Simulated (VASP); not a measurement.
# AlZnC2N2 (P-1) in VASP: single point with PBE

Aim: the single point of AlZnC2N2 with PBE.

Program: VASP 6.6.1. These are calculated values, not measurements. Logs are shortened: lines on timing, memory, paths and dates and some standing lists are left out, and cuts for length are marked.

## (1) The cell of the first run

The typed cell holds 6 atoms: a = 4.331 Å, b = 4.626 Å, c = 9.159 Å, α = 84.39°, β = 80.64°, γ = 64.19°.

## (2) Single point, PBE

The input, INCAR:

```
PREC = Accurate
ENCUT = 520
EDIFF = 1E-6
ISMEAR = 0
SIGMA = 0.1
LREAL = F
LASPH = T
NELM = 100
ALGO = Normal
ISIF = 2
LWAVE = F
LCHARG = F
GGA = PE
NBANDS = 26
```

The input, KPOINTS:

```
regular mesh
0
Gamma
  4 4 2
```

The input, POSCAR:

```
AlZnC2N2
1.0
    4.3307193700      0.0000000000      0.0000000000
    2.0143731900      4.1646541500      0.0000000000
    1.4889181400      0.2740941500      9.0334200200
Al Zn C N
1 1 2 2
Direct
    0.5000000000      0.5000000000      0.5000000000
    0.0000000000      0.0000000000      0.0000000000
    0.1898207700      0.8101792300      0.8101792300
    0.8101792300      0.1898207700      0.1898207700
    0.3056738300      0.6943261700      0.6943261700
    0.6943261700      0.3056738300      0.3056738300
```

Potentials or basis: VASP PAW PBE potentials, release 64 (Al, Zn, C, N).

On the command line:

```bash
$ cat potpaw_PBE.64/Al/POTCAR potpaw_PBE.64/Zn/POTCAR potpaw_PBE.64/C/POTCAR potpaw_PBE.64/N/POTCAR > POTCAR
$ mpirun -np 1 vasp_std > vasp.out
```

OUTCAR:

```text
PREC = Accurate
   ENCUT = 520
   EDIFF = 1E-6
   ISMEAR = 0
   LREAL = F
   LASPH = T
   NELM = 100
   ISIF = 2
   GGA = PE

 ion  position               nearest neighbor table
   1  0.500  0.500  0.500-   5 1.96   6 1.96
   2  0.000  0.000  0.000-   3 1.92   4 1.92
   3  0.190  0.810  0.810-   5 1.17   2 1.92
   4  0.810  0.190  0.190-   6 1.17   2 1.92
   5  0.306  0.694  0.694-   3 1.17   1 1.96
   6  0.694  0.306  0.306-   4 1.17   1 1.96

  Warning from LATTYP: Got some problem with cell dimensions!
  Tried to take original basis but could not verify dimensions!
  LATTYP: Found a triclinic cell.
 ALAT       =     4.3307193700
 B/A-ratio  =     2.9474399860
 C/A-ratio  =     1.0682369086
 COS(alpha) =     0.0031509757
 COS(beta)  =     0.4354239478
 COS(gamma) =     0.6373897216

  Lattice vectors:

 A1 = (  -4.3307193700,   0.0000000000,   0.0000000000)
 A2 = (  -8.1359836900,   3.8905600000,  -9.0334200200)
 A3 = (  -2.0143731900,  -4.1646541500,   0.0000000000)

Analysis of symmetry for initial positions (statically):
=====================================================================
 Subroutine PRICEL returns:
 Original cell was already a primitive cell.

 Routine SETGRP: Setting up the symmetry group for a
 triclinic supercell.

 Subroutine GETGRP returns: Found  2 space group operations
 (whereof  2 operations were pure point group operations)
 out of a pool of  2 trial point group operations.

The static configuration has the point symmetry S_2 .

Analysis of symmetry for dynamics (positions and initial velocities):
=====================================================================
 Subroutine PRICEL returns:
 Original cell was already a primitive cell.

 Routine SETGRP: Setting up the symmetry group for a
 triclinic supercell.

 Subroutine GETGRP returns: Found  2 space group operations
 (whereof  2 operations were pure point group operations)
 out of a pool of  2 trial point group operations.

The dynamic configuration has the point symmetry S_2 .

 Subroutine INISYM returns: Found  2 space group operations
 (whereof  2 operations are pure point group operations),
 and found     1 'primitive' translations

----------------------------------------------------------------------------------------

                                     Primitive cell

  volume of cell :     162.9263

[... 92 lines left out ...]
   LREAL  =      F    real-space projection
   EDIFFG = 0.1E-04   stopping-criterion for IOM
   NSW    =      0    number of steps for IOM
   IBRION =     -1    ionic relax: 0-MD 1-quasi-New 2-CG
   NFREE  =      0    steps in history (QN), initial steepest desc. (CG)
   ISIF   =      2    stress and relaxation
   ISYM   =      2    0-nonsym 1-usesym 2-fastsym
   POTIM  = 0.5000    time-step for ionic-motion
   TEBEG  =    0.0;   TEEND  =   0.0 temperature during run
   PSTRESS=    0.0 pullay stress
   NELECT =      33.0000    total number of electrons
   NUPDOWN=      -1.0000    fix difference up-down
   EMIN   =  10.00;   EMAX   =-10.00  energy-range for DOS
   EFERMI =   0.00;   METHOD = LEGACY
   ISMEAR =     0;   SIGMA  =   0.10  broadening in eV -4-tet -1-fermi 0-gaus
   EFERMI_NEDOS =   21; number of points for ismear=-14 and -15
   IALGO  =     38    algorithm
   IMIX   =      4    mixing-type and parameters
     AMIX     =   0.40;   BMIX     =  1.00
     AMIX_MAG =   1.60;   BMIX_MAG =  1.00
  volume/ion in A,a.u.               =      27.15       183.25
  Fermi-wavevector in a.u.,A,eV,Ry     =   0.961426  1.816831 12.576402  0.924339
  Thomas-Fermi vector in A             =   2.090797
   LORBIT       =      0    0 simple, 1 ext, 2 COOP (PROOUT), +10 PAW based schemes
   GGA     = PE    functional components
   LHFCALC =     F    Hartree Fock is set to
   AEXX    =    0.0000 exact exchange contribution
   IVDW    =     0    specifies the selected vdW correction
   LEPSILON=     F    determine dielectric tensor
   LRPA    =     F    only Hartree local field effects (RPA)
 non-spin polarized calculation
 Gauss-broadening in eV      SIGMA  =   0.10
  energy-cutoff  :      520.00
  volume of cell :      162.93
 maximum number of plane-waves:      4420
   NGX = 17   NGY = 17   NGZ = 35

 number of electron      32.9999994 magnetization

 Free energy of the ion-electron system (eV)
  ---------------------------------------------------
  ext. energy  EPLUGINS =         0.00000000
  ---------------------------------------------------
  free energy    TOTEN  =       -34.49654612 eV

  energy without entropy =      -34.47065789  energy(sigma->0) =      -34.48360201

 E-fermi :   0.4202     XC(G=0):  -6.6835

 val. band max:        0.3905299613   @ k =   0.5000   0.2500   0.5000
 cond. band min:       0.4228419206   @ k =   0.5000   0.2500   0.0000
 fundamental gap:      0.0323119593
 Fermi energy:         0.4201775390

 k-point     1 :       0.0000    0.0000    0.0000
  band No.  band energies     occupation
      1     -19.4370      2.00000
      2     -19.4095      2.00000
      3     -10.6482      2.00000
      4      -9.0206      2.00000
      5      -8.9715      2.00000
      6      -8.6211      2.00000
[... 569 lines left out ...]
     25       4.8956      0.00000
     26       5.9136      0.00000

------------------------ aborting loop because EDIFF is reached ----------------------------------------

  FORCE on cell =-STRESS in cart. coord.  units (eV):
  Direction    XX          YY          ZZ          XY          YZ          ZX
  --------------------------------------------------------------------------------------
  -------------------------------------------------------------------------------------
  Total       -3.5781080     -1.0043372      3.2829697     -0.2809352      0.5600650     -0.1329022
  in kB      -35.1862387     -9.8764058     32.2839209     -2.7626481      5.5075422     -1.3069276
  external PRESSURE =      -4.2595745 kB  Pullay stress =       0.0000000 kB

 VOLUME and BASIS-vectors are now :
 -----------------------------------------------------------------------------
  energy-cutoff  :      520.00
  volume of cell :      162.93
      direct lattice vectors                 reciprocal lattice vectors
     4.330719370  0.000000000  0.000000000     0.230908520 -0.111686569 -0.034670285
     2.014373190  4.164654150  0.000000000     0.000000000  0.240115977 -0.007285655
     1.488918140  0.274094150  9.033420020     0.000000000  0.000000000  0.110700045

 POSITION                                       TOTAL-FORCE (eV/Angst)
 -----------------------------------------------------------------------------------
      3.91701      2.21937      4.51671        -0.000000     -0.000000      0.000000
      0.00000      0.00000      0.00000        -0.000000     -0.000000      0.000000
      3.66035      3.59618      7.31869        -0.169431      0.988237      2.293297
      4.17366      0.84257      1.71473         0.169431     -0.988237     -2.293297
      3.75621      3.08194      6.27214         0.071648     -0.419529     -0.856583
      4.07780      1.35681      2.76128        -0.071648      0.419529      0.856583
 -----------------------------------------------------------------------------------
    total drift:                                0.000000     -0.000000      0.000000

  FREE ENERGIE OF THE ION-ELECTRON SYSTEM (eV)
  ---------------------------------------------------
  free  energy   TOTEN  =       -34.4965461211 eV

  energy  without entropy=      -34.4706578924  energy(sigma->0) =      -34.48360201
```

stdout:

```text
POSCAR found type information on POSCAR AlZnC N
 POSCAR found :  4 types and       6 ions
 scaLAPACK will be used
 LDA part: xc-table for (Slater+PW92), standard interpolation
 POSCAR, INCAR and KPOINTS ok, starting setup
 FFT: planning ... GRIDC
 FFT: planning ... GRID_SOFT
 FFT: planning ... GRID
 WAVECAR not read
 entering main loop
```

Run time: 39 s. Hardware: 1 thread of Intel Xeon 6975P-C (Granite Rapids), shared host; peak memory 0.31 GiB.

What came out:

```
Free energy            : -34.4965 eV
Pressure               : -0.4 GPa
Largest force          : 2.503 eV/Å
Band gap on the k mesh : zero (an odd number of electrons rules out a gap without spin polarisation)
```

Forces in eV/Å, atoms in the order of the input:
```
Al   0.000  0.000  0.000
Zn   0.000  0.000  0.000
C   -0.169  0.988  2.293
C    0.169 -0.988 -2.293
N    0.072 -0.420 -0.857
N   -0.072  0.420  0.857
```

Caveat: the k points lie up to 0.41 Å⁻¹ apart, too coarse for converged energies and pressures of a metal; an odd number of electrons without spin polarisation forces a metal; a magnetic or distorted state may lie lower.

The gap in the log of VASP goes by the Fermi energy; the results here count the filled bands.